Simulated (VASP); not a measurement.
Input of a VASP 6.6.1 run:

The input INCAR:

```
SYSTEM = PbS
  PREC = Accurate
  ENCUT = 520
  EDIFF = 1E-6
  ISMEAR = -1
  SIGMA = 0.05
  LREAL = .False.
  LASPH = .True.
  NELM = 100
  ALGO = Normal
  ISIF = 2
  LWAVE = .False.
  LCHARG = .True.
  GGA = CA
  LELF = .True.
  LVHAR = .True.
  NBANDS = 17
```

The input KPOINTS:

```
Automatic mesh
0
Gamma
  8 8 8
  0 0 0
```

File POSCAR:

```
PbS
1.0
    0.0000000000      2.9052075019      2.9052075019
    2.9052075019      0.0000000000      2.9052075019
    2.9052075019      2.9052075019      0.0000000000
Pb S
1 1
Direct
    0.0000000000      0.0000000000      0.0000000000
    0.5000000000      0.5000000000      0.5000000000
```

Potentials or basis: VASP PAW LDA potentials, release 64 (Pb_d, S).

Run with:

```sh
$ cat potpaw_LDA.64/Pb_d/POTCAR potpaw_LDA.64/S/POTCAR > POTCAR
$ mpirun -np 1 vasp_std > vasp.out
```

Problem. Predict the pressure.

Solution. 1.2 GPa.
